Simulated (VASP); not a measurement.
Sc, 1 atom in the cell. Symmetry: Im-3m, No. 229, cubic system. Conventional cell: a = 2.725 Å, b = 2.725 Å, c = 2.725 Å, α = 90.00°, β = 90.00°, γ = 90.00°. Within 3.1 Å of Sc (site symmetry m-3m) lie 14 Sc at 2.36 to 2.72 Å. 

| Quantity | Value |
| --- | --- |
| Program | VASP 6.6.1 |
| Task | single point |
| Functional | PBE |
| Potentials or basis | VASP PAW PBE potentials, release 64 (Sc_sv) |
| Cutoff | 500 eV |
| k mesh | 20 × 20 × 20 |
| Occupations | fermi-dirac, width 0.1 eV |
| Spin | no spin polarisation |
| Dipole correction | no |
| Further INCAR settings | ALGO = Normal; EDIFF = 1e-06; NBANDS = 12 |

Potentials or basis: VASP PAW PBE potentials, release 64 (Sc_sv).

The run is started by

```sh
$ cat potpaw_PBE.64/Sc_sv/POTCAR > POTCAR
$ mpirun -np 1 vasp_std > vasp.out
```

Hardware: 1 thread of Intel Xeon 6975P-C, with other jobs on the host.

Estimate the wall time of this run.

Wall time 21 s on 1 thread of Intel Xeon 6975P-C (shared host), peak memory 0.14 GiB. Counts: scf iterations 11, k points 256.
